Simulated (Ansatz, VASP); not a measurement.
**Two plane-wave programs on As2Se**

```
As Se
1.0
    -3.52942    3.52942    2.65357
     3.52942   -3.52942    2.65357
     3.52942    3.52942   -2.65357
As Se
4 2
Direct
  0.87500 0.12500 0.75000
  0.37500 0.12500 0.25000
  0.87500 0.62500 0.75000
  0.87500 0.12500 0.25000
  0.50000 0.50000 0.00000
  0.25000 0.75000 0.50000
```

Alike in both runs: task relaxation of cell and atoms; functional PBEsol; dispersion D3(BJ); k mesh 8 × 8 × 8; occupations gaussian, width 0.1 eV; no spin polarisation.

```csv
,VASP,Ansatz
version,VASP 6.6.1,Ansatz 0.2.0
potentials or method,"VASP PAW PBE potentials, release 64 (As, Se), cutoff 600 eV","scalar-relativistic, plane waves, PAW"
valence electrons in the cell,32,92
```

VASP gave:

| Quantity | Value |
| --- | --- |
| gap on the k mesh at the Fermi level, each at its own relaxed structure (eV) | none |
| relaxed volume (Å³/atom) | 20.25 |
| relaxed length of the cell vector where the two differ most in proportion (Å) | 5.485 |

Question: What did Ansatz give for the same quantities?

Answer: gap on the k mesh at the Fermi level, each at its own relaxed structure (eV): none; relaxed volume (Å³/atom): 20.18; relaxed length of the cell vector where the two differ most in proportion (Å): 5.479.

VASP's potentials were made for PBE, not for PBEsol. A gap of «none» marks a metal or a gap that the smearing closes. VASP's potentials hold 32 valence electrons a cell and Ansatz's 92, so a difference there can come from the potentials and not from the codes.
